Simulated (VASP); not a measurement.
The system is C.

```
C
1.0
     0.00000    2.30078    2.32649
     1.88128    0.00000    2.32649
     1.88128    2.30078    0.00000
C
3
Direct
  0.25000 0.25000 0.25000
  0.75000 0.75000 0.75000
  0.50000 0.50000 0.50000
```

The cell was built from a structure type or drawn by symmetry, and may not be a known phase.

```yaml
Program: VASP 6.6.1
Task: relaxation of cell and atoms
Functional: PBE
Potentials_or_basis: VASP PAW PBE potentials, release 64 (C)
Cutoff: 600 eV
k_mesh: 8 × 8 × 8
Occupations: gaussian, width 0.1 eV
Spin: no spin polarisation
```

At the start: pressure -4.7 GPa; volume 6.71 Å³/atom.

Task: How do energy, volume and symmetry change on relaxing?

Result: Over 36 steps the energy falls by 755.7 meV/atom and the volume is 8.39 Å³/atom (+25.0 %); space group I4/mmm (No. 139, to 0.1 Å) before and after.

Step by step:
```tsv
step	energy change (eV)	largest force (eV/Å)	pressure (GPa)	volume (Å³)
1	0.0000	0.0000	-4.71	20.14
2	-0.3482	0.0000	-5.35	19.51
3	-1.6303	0.0000	52.77	17.01
4	-1.2779	0.0000	6.93	18.12
5	-1.6724	0.0000	26.27	17.48
6	-1.7022	0.0000	38.01	17.25
7	-1.7810	0.0000	42.47	17.63
8	-1.7808	0.0000	42.80	17.65
9	-1.9610	0.0000	26.36	18.53
10	-2.1031	0.0000	-0.20	20.41
11	-2.1038	0.0000	-1.64	20.54
12	-2.1155	0.0000	-0.89	20.69
13	-2.1225	0.0000	-0.12	20.87
14	-2.1396	0.0000	3.42	21.23
15	-2.1650	0.0000	7.69	21.93
16	-2.1661	0.0000	6.98	21.81
17	-2.1748	0.0000	4.19	22.22
18	-2.1782	0.0000	2.00	22.59
19	-2.1835	0.0000	-1.89	23.33
20	-2.1864	0.0000	-9.02	24.85
21	-2.1892	0.0000	-9.37	24.97
22	-2.1986	0.0000	-10.31	25.35
23	-2.2096	0.0000	-11.76	26.12
24	-2.2179	0.0000	-10.99	26.13
25	-2.2368	0.0000	-8.61	26.15
26	-2.2446	0.0000	-3.53	26.18
27	-2.2467	0.0000	-5.26	26.17
28	-2.2488	0.0000	-4.93	26.10
29	-2.2544	0.0000	-3.92	25.90
30	-2.2617	0.0000	-1.82	25.51
31	-2.2610	0.0000	2.63	24.73
32	-2.2639	0.0000	0.22	25.14
33	-2.2642	0.0000	0.22	25.14
34	-2.2650	0.0000	0.19	25.15
35	-2.2662	0.0000	0.15	25.16
36	-2.2672	0.0000	0.07	25.18
```

Final structure:
```
C
1.0
     0.00000    3.09001    3.10840
     1.31076    0.00000    3.10840
     1.31076    3.09001    0.00000
C
3
Direct
  0.25000 0.25000 0.25000
  0.75000 0.75000 0.75000
  0.50000 0.50000 0.50000
```

Caveat: the volume moved by over 15 % at a fixed basis, so the end points are rough.
